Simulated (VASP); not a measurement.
A run of VASP 6.6.1:

The input INCAR:

```
SYSTEM = WF2
PREC = Accurate
ENCUT = 520
EDIFF = 1E-6
ISMEAR = 0
SIGMA = 0.05
LREAL = .FALSE.
LASPH = .TRUE.
NELM = 150
ALGO = Normal
ISIF = 2
LWAVE = .FALSE.
LCHARG = .FALSE.
LMAXMIX = 4
LDAU = .TRUE.
LDAUTYPE = 2
LDAUL = 2 -1
LDAUU = 4 0
LDAUJ = 0 0
LDAUPRINT = 1
GGA = PS
NBANDS = 37
```

File KPOINTS:

```
regular mesh
0
G
  8 8 14
  0 0 0
```

File POSCAR:

```
WF2
1.0
    5.4382448701      0.0000000000      0.0000000000
    0.0000000000      5.4382448701      0.0000000000
    0.0000000000      0.0000000000      2.6333749419
W F
2 4
Direct
    0.0000000000      0.0000000000      0.0000000000
    0.5000000000      0.5000000000      0.5000000000
    0.2783836547      0.2783836547      0.0000000000
    0.7216163453      0.7216163453      0.0000000000
    0.7783836547      0.2216163453      0.5000000000
    0.2216163453      0.7783836547      0.5000000000
```

Potentials or basis: VASP PAW PBE potentials, release 64 (W_sv, F).

The run is started by

```sh
$ cat potpaw_PBE.64/W_sv/POTCAR potpaw_PBE.64/F/POTCAR > POTCAR
$ mpirun -np 1 vasp_std > vasp.out
```

Hardware: 1 thread of AMD EPYC 7R13, on a shared host.

**Question.** Estimate the wall time of this run.

**Answer.** Run time: 10 min on 1 thread of AMD EPYC 7R13, on a shared host, peak memory 0.34 GiB. Counts: scf iterations 17, k points 120.
